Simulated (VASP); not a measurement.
Ta2H:

```xyz
3
Lattice="3.3724 0.0000 0.0000 0.0000 3.3724 0.0000 0.0000 0.0000 3.4101" Properties=species:S:1:pos:R:3 pbc="T T T"
Ta    1.6862    0.0000    2.5280
Ta    0.0000    1.6862    0.8821
H     0.0000    0.0000    0.0000
```

- Program: VASP 6.6.1
- Task: relaxation of cell and atoms
- Functional: PBEsol
- Potentials or basis: VASP PAW PBE potentials, release 64 (Ta_pv, H)
- Cutoff: 600 eV
- k mesh: 12 × 12 × 12
- Occupations: gaussian, width 0.1 eV
- Spin: no spin polarisation

At the start: pressure -4.1 GPa; volume 12.93 Å³/atom.

How do energy, volume and symmetry change on relaxing?

Over 7 steps the energy falls by 3.3 meV/atom and the volume is 12.69 Å³/atom (-1.9 %); space group P-4m2 (No. 115, to 0.05 Å).

The path:
```tsv
step	energy change (eV)	largest force (eV/Å)	pressure (GPa)	volume (Å³)
1	0.0000	0.0918	-4.09	38.78
2	0.0120	0.0264	6.61	36.96
3	-0.0097	0.0694	0.02	38.05
4	-0.0097	0.0689	0.08	38.03
5	-0.0099	0.0019	0.05	38.04
6	-0.0099	0.0014	0.05	38.04
7	-0.0100	0.0008	-0.02	38.06
```

Final structure:
```yaml
crystal:
  lattice:
    - [3.34928, 0.00000, 0.00000]
    - [0.00000, 3.34928, 0.00000]
    - [0.00000, 0.00000, 3.39262]
  atoms:
    - { symbol: Ta, position: [0.50000, 0.00000, 0.73987] }
    - { symbol: Ta, position: [0.00000, 0.50000, 0.26013] }
    - { symbol: H, position: [0.00000, 0.00000, 0.00000] }
```

Caveat: the PAW data sets were made with another functional, which shifts forces and pressure a little.
